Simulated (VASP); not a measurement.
# PbO (I4/mmm) in VASP: single point with PBE

Aim: the single point of PbO with PBE.

All numbers are computed with VASP 6.6.1; they aren't measurements. Logs are shortened: lines on timing, memory, paths and dates and some standing lists are left out, and cuts for length are marked.

## Step 1: The cell of the first run

Symmetry: I4/mmm, No. 139, tetragonal system. Conventional cell: a = 3.847 Å, b = 3.847 Å, c = 5.072 Å, α = 90.00°, β = 90.00°, γ = 90.00°. Within 3.3 Å of Pb (site symmetry 4/mmm) lie 6 O at 2.54 to 2.72 Å. Within 3.3 Å of O (site symmetry 4/mmm) lie 6 Pb at 2.54 to 2.72 Å.

## Step 2: Single point, PBE (epitaxial xy strain +4.4%)

File INCAR:

```
PREC = Accurate ; ENCUT = 600
EDIFF = 1E-6 ; ISMEAR = -1
SIGMA = 0.02 ; LREAL = False
LASPH = True ; NELM = 120
ALGO = Normal ; ISIF = 2
LWAVE = False ; LCHARG = False
GGA = PE ; NBANDS = 17
GGA_COMPAT = False
```

File KPOINTS:

```
regular mesh
0
Gamma
  8 8 8
```

File POSCAR:

```
PbO
1.0
    0.0000000000      2.7204223115      2.5361164145
    2.7204223115      0.0000000000      2.5361164145
    2.7204223115      2.7204223115      0.0000000000
Pb O
1 1
Direct
    0.0000000000      0.0000000000      0.0000000000
    0.5000000000      0.5000000000      0.5000000000
```

Potentials or basis: VASP PAW PBE potentials, release 64 (Pb_d, O).

Started as:

```
$ cat potpaw_PBE.64/Pb_d/POTCAR potpaw_PBE.64/O/POTCAR > POTCAR
$ mpirun -np 1 vasp_std > vasp.out
```

OUTCAR:

```text
PREC = Accurate
   ENCUT = 600
   EDIFF = 1E-6
   ISMEAR = -1
   LREAL = False
   LASPH = True
   NELM = 120
   ISIF = 2
   GGA = PE

 ion  position               nearest neighbor table
   1  0.000  0.000  0.000-   2 2.54   2 2.54   2 2.72   2 2.72   2 2.72   2 2.72
   2  0.500  0.500  0.500-   1 2.54   1 2.54   1 2.72   1 2.72   1 2.72   1 2.72

  LATTYP: Found a body centered tetragonal cell.
 ALAT       =     3.8472581283
 C/A-ratio  =     1.3184020047

  Lattice vectors:

 A1 = (   0.0000000000,  -2.7204223115,  -2.5361164145)
 A2 = (   0.0000000000,   2.7204223115,  -2.5361164145)
 A3 = (   2.7204223115,   0.0000000000,   2.5361164145)

Analysis of symmetry for initial positions (statically):
=====================================================================
 Subroutine PRICEL returns:
 Original cell was already a primitive cell.

 Routine SETGRP: Setting up the symmetry group for a
 body centered tetragonal supercell.

 Subroutine GETGRP returns: Found 16 space group operations
 (whereof 16 operations were pure point group operations)
 out of a pool of 16 trial point group operations.

The static configuration has the point symmetry D_4h.

Analysis of symmetry for dynamics (positions and initial velocities):
=====================================================================
 Subroutine PRICEL returns:
 Original cell was already a primitive cell.

 Routine SETGRP: Setting up the symmetry group for a
 body centered tetragonal supercell.

 Subroutine GETGRP returns: Found 16 space group operations
 (whereof 16 operations were pure point group operations)
 out of a pool of 16 trial point group operations.

The dynamic configuration has the point symmetry D_4h.

 Subroutine INISYM returns: Found 16 space group operations
 (whereof 16 operations are pure point group operations),
 and found     1 'primitive' translations

----------------------------------------------------------------------------------------

                                     Primitive cell

  volume of cell :      37.5381

  direct lattice vectors                    reciprocal lattice vectors
     0.000000000  2.720422312  2.536116414    -0.183794993  0.183794993  0.197151833
     2.720422312  0.000000000  2.536116414     0.183794993 -0.183794993  0.197151833
     2.720422312  2.720422312  0.000000000     0.183794993  0.183794993 -0.197151833

  length of vectors
     3.719218200  3.719218200  3.847258128     0.326236179  0.326236179  0.326236179

  position of ions in fractional coordinates (direct lattice)
     0.000000000  0.000000000  0.000000000
     0.500000000  0.500000000  0.500000000

  ion indices of the primitive-cell ions
   primitive index   ion index
                 1           1
                 2           2

----------------------------------------------------------------------------------------

 KPOINTS: regular mesh

Automatic generation of k-mesh.
 Grid dimensions read from file:
 generate k-points for:    8    8    8

 Generating k-lattice:

  Cartesian coordinates                     Fractional coordinates (reciprocal lattice)
    -0.022974374  0.022974374  0.024643979     0.125000000  0.000000000  0.000000000
     0.022974374 -0.022974374  0.024643979     0.000000000  0.125000000  0.000000000
     0.022974374  0.022974374 -0.024643979     0.000000000  0.000000000  0.125000000

  Length of vectors
     0.040779522  0.040779522  0.040779522

  Shift w.r.t. Gamma in fractional coordinates (k-lattice)
     0.000000000  0.000000000  0.000000000

 Subroutine IBZKPT returns following result:
 ===========================================

 Found     59 irreducible k-points:

 Following reciprocal coordinates:
            Coordinates               Weight
  0.000000  0.000000  0.000000      1.000000
  0.125000  0.000000  0.000000      8.000000
  0.250000  0.000000  0.000000      8.000000
  0.375000  0.000000  0.000000      8.000000
  0.500000  0.000000  0.000000      4.000000
  0.125000  0.125000  0.000000      2.000000
[... 16 lines left out ...]
  0.250000  0.000000  0.125000     16.000000
  0.375000  0.000000  0.125000     16.000000
 [... further k-points ...]
   k-points           NKPTS =     59   k-points in BZ     NKDIM =     59   number of bands    NBANDS=     17
   number of dos      NEDOS =    301   number of ions     NIONS =      2
   total plane-waves  NPLWV =  28800
   dimension x,y,z NGX =    30 NGY =   30 NGZ =   32
   dimension x,y,z NGXF=    60 NGYF=   60 NGZF=   64
   ions per type =               1   1
   NGX,Y,Z   is equivalent  to a cutoff of  13.41, 13.41, 13.83 a.u.
   NGXF,Y,Z  is equivalent  to a cutoff of  26.82, 26.82, 27.66 a.u.
 SYSTEM =  unknown system
   PREC   = accura    normal or accurate (medium, high low for compatibility)
   ISTART =      0    job   : 0-new  1-cont  2-samecut
   ICHARG =      2    charge: 1-file 2-atom 10-const
   ISPIN  =      1    spin polarized calculation?
   LNONCOLLINEAR =      F non collinear calculations
   LSORBIT =      F    spin-orbit coupling
   LASPH  =      T    aspherical Exc in radial PAW
   ENCUT  =  600.0 eV  44.10 Ry    6.64 a.u.   7.43  7.43  7.68*2*pi/ulx,y,z
   NELM   =    120;   NELMIN=  2; NELMDL= -5     # of ELM steps
   EDIFF  = 0.1E-05   stopping-criterion for ELM
   LREAL  =      F    real-space projection
   EDIFFG = 0.1E-04   stopping-criterion for IOM
   NSW    =      0    number of steps for IOM
   IBRION =     -1    ionic relax: 0-MD 1-quasi-New 2-CG
   NFREE  =      0    steps in history (QN), initial steepest desc. (CG)
   ISIF   =      2    stress and relaxation
   ISYM   =      2    0-nonsym 1-usesym 2-fastsym
   POTIM  = 0.5000    time-step for ionic-motion
   TEBEG  =    0.0;   TEEND  =   0.0 temperature during run
   PSTRESS=    0.0 pullay stress
   NELECT =      20.0000    total number of electrons
   NUPDOWN=      -1.0000    fix difference up-down
   EMIN   =  10.00;   EMAX   =-10.00  energy-range for DOS
   EFERMI =   0.00;   METHOD = LEGACY
   ISMEAR =    -1;   SIGMA  =   0.02  broadening in eV -4-tet -1-fermi 0-gaus
   EFERMI_NEDOS =   21; number of points for ismear=-14 and -15
   IALGO  =     38    algorithm
   IMIX   =      4    mixing-type and parameters
     AMIX     =   0.40;   BMIX     =  1.00
     AMIX_MAG =   1.60;   BMIX_MAG =  1.00
  volume/ion in A,a.u.               =      18.77       126.66
  Fermi-wavevector in a.u.,A,eV,Ry     =   1.327173  2.507993 23.965142  1.761388
  Thomas-Fermi vector in A             =   2.456505
   LORBIT       =      0    0 simple, 1 ext, 2 COOP (PROOUT), +10 PAW based schemes
   GGA     = PE    functional components
   LHFCALC =     F    Hartree Fock is set to
   AEXX    =    0.0000 exact exchange contribution
   IVDW    =     0    specifies the selected vdW correction
   LEPSILON=     F    determine dielectric tensor
   LRPA    =     F    only Hartree local field effects (RPA)
 non-spin polarized calculation
  energy-cutoff  :      600.00
  volume of cell :       37.54
 maximum number of plane-waves:      1268
 NGX is ok and might be reduce to    30
   NGX = 15   NGY = 15   NGZ = 15

 number of electron      20.0000003 magnetization

 Free energy of the ion-electron system (eV)
  ---------------------------------------------------
  ext. energy  EPLUGINS =         0.00000000
  ---------------------------------------------------
  free energy    TOTEN  =       -10.34699067 eV

  energy without entropy =      -10.34699022  energy(sigma->0) =      -10.34699045

 E-fermi :   6.0915     XC(G=0): -10.3623

 val. band max:        5.8828006820   @ k =   0.5000   0.0000   0.0000
 cond. band min:       6.2848746816   @ k =   0.5000   0.0000   0.0000
 fundamental gap:      0.4020739995
 Fermi energy:         6.0914760543

 k-point     1 :       0.0000    0.0000    0.0000
  band No.  band energies     occupation
      1     -11.4720      2.00000
      2     -10.4785      2.00000
      3     -10.4681      2.00000
      4     -10.4681      2.00000
      5     -10.4168      2.00000
      6     -10.2595      2.00000
[... 9 lines left out ...]
     16      17.0958      0.00000
     17      17.3054      0.00000

 k-point     2 :       0.1250    0.0000    0.0000
  band No.  band energies     occupation
      1     -11.3941      2.00000
      2     -10.4767      2.00000
      3     -10.4595      2.00000
      4     -10.4592      2.00000
      5     -10.4140      2.00000
      6     -10.2715      2.00000
[... 9 lines left out ...]
     16      17.7062      0.00000
     17      18.9457      0.00000

 k-point     3 :       0.2500    0.0000    0.0000
  band No.  band energies     occupation
      1     -11.1955      2.00000
      2     -10.4796      2.00000
      3     -10.4681      2.00000
      4     -10.4360      2.00000
      5     -10.3774      2.00000
      6     -10.2994      2.00000
[... 9 lines left out ...]
     16      18.6747      0.00000
     17      20.3355      0.00000

 k-point     4 :       0.3750    0.0000    0.0000
  band No.  band energies     occupation
      1     -10.9735      2.00000
      2     -10.4877      2.00000
      3     -10.4866      2.00000
      4     -10.4282      2.00000
      5     -10.3290      2.00000
      6     -10.3215      2.00000
[... 9 lines left out ...]
     16      19.8854      0.00000
     17      20.2432      0.00000
[... 343 lines left out ...]
      1     -11.4261      2.00000
      2     -10.4785      2.00000
      3     -10.4627      2.00000
      4     -10.4418      2.00000
      5     -10.4138      2.00000
      6     -10.2213      2.00000
[... 9 lines left out ...]
     16      18.7067      0.00000
     17      19.1158      0.00000

 k-point    23 :       0.2500    0.0000    0.1250
  band No.  band energies     occupation
      1     -11.3520      2.00000
      2     -10.4809      2.00000
      3     -10.4456      2.00000
      4     -10.4317      2.00000
      5     -10.3755      2.00000
      6     -10.1760      2.00000
[... 9 lines left out ...]
     16      19.7855      0.00000
     17      20.6511      0.00000

 k-point    24 :       0.3750    0.0000    0.1250
  band No.  band energies     occupation
      1     -11.2236      2.00000
      2     -10.4767      2.00000
      3     -10.4383      2.00000
      4     -10.4267      2.00000
      5     -10.3280      2.00000
      6     -10.1325      2.00000
[... 9 lines left out ...]
     16      20.6840      0.00000
     17      21.0722      0.00000

 [... further k-points ...]

------------------------ aborting loop because EDIFF is reached ----------------------------------------

  FORCE on cell =-STRESS in cart. coord.  units (eV):
  Direction    XX          YY          ZZ          XY          YZ          ZX
  --------------------------------------------------------------------------------------
  -------------------------------------------------------------------------------------
  Total       -0.8943631     -0.8943631      0.6314124      0.0000000      0.0000000     -0.0000000
  in kB      -38.1726788    -38.1726788     26.9495726      0.0000000      0.0000000     -0.0000000
  external PRESSURE =     -16.4652617 kB  Pullay stress =       0.0000000 kB

 VOLUME and BASIS-vectors are now :
 -----------------------------------------------------------------------------
  energy-cutoff  :      600.00
  volume of cell :       37.54
      direct lattice vectors                 reciprocal lattice vectors
     0.000000000  2.720422312  2.536116414    -0.183794993  0.183794993  0.197151833
     2.720422312  0.000000000  2.536116414     0.183794993 -0.183794993  0.197151833
     2.720422312  2.720422312  0.000000000     0.183794993  0.183794993 -0.197151833

 POSITION                                       TOTAL-FORCE (eV/Angst)
 -----------------------------------------------------------------------------------
      0.00000      0.00000      0.00000         0.000000      0.000000      0.000000
      2.72042      2.72042      2.53612         0.000000      0.000000     -0.000000
 -----------------------------------------------------------------------------------
    total drift:                                0.000000      0.000000      0.000000

  FREE ENERGIE OF THE ION-ELECTRON SYSTEM (eV)
  ---------------------------------------------------
  free  energy   TOTEN  =       -10.3469906726 eV

  energy  without entropy=      -10.3469902229  energy(sigma->0) =      -10.34699045
```

Wall time 74 s (1 thread of AMD EPYC 7R43 (Zen 3), shared host); peak memory 0.17 GiB.

Results:

- Free energy: -10.3470 eV
- Pressure: -1.6 GPa
- Band gap on the k mesh: 0.40 eV

Levels at points of the mesh, in eV from the valence-band top:
```csv
k point,band 8,band 9,band 10,band 11,band 12,band 13
"(0.00, 0.00, 0.00)",-2.44,-2.02,-2.02,7.45,7.45,8.92
"(0.50, 0.00, 0.00)",-1.83,-1.76,0.00,0.40,4.46,5.36
"(0.50, 0.50, 0.00)",-4.95,-3.18,-3.18,4.37,5.70,5.70
"(0.50, 0.00, 0.50)",-4.92,-3.36,-2.77,3.72,5.84,6.75
```

Caveat: the cell differs from its parent crystal (epitaxial xy strain +4.4%); spin-orbit coupling is left out, which moves the levels of the heavy elements.
